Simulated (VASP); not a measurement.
Input of a VASP 6.6.1 run:

Contents of INCAR:

```
  PREC = Accurate
  ENCUT = 520
  EDIFF = 1E-7
  ISMEAR = -1
  SIGMA = 0.01
  LREAL = F
  LASPH = T
  NELM = 60
  ALGO = Normal
  ISIF = 2
  LWAVE = F
  LCHARG = T
  LELF = T
  LVHAR = T
  NBANDS = 11
```

KPOINTS

```
regular mesh
0
Gamma
  8 8 8
```

POSCAR

```
MgS
1.0
    0.0780495000      2.6406747500      2.6406747500
    2.6406747500      0.0780495000      2.6406747500
    2.6406747500      2.6406747500      0.0780495000
Mg S
1 1
Direct
    0.0000000000      0.0000000000      0.0000000000
    0.5000000000      0.5000000000      0.5000000000
```

Potentials or basis: VASP PAW LDA potentials, release 64 (Mg, S).

Command:

```bash
$ cat potpaw_LDA.64/Mg/POTCAR potpaw_LDA.64/S/POTCAR > POTCAR
$ mpirun -np 1 vasp_std > vasp.out
```

Problem. Predict the band gap on the k mesh.

Solution. 2.38 eV, indirect (least direct gap 3.30 eV).

Problem. Estimate the pressure.

Solution. -3.8 GPa.

Stress tensor (GPa, compression positive):
```
-3.80 -1.70 -1.70
-1.70 -3.80 -1.70
-1.70 -1.70 -3.80
```

Caveat: the cell differs from its parent crystal (equal xy, yz and zx shear strains of +3 %). A k mesh can miss the band edges.
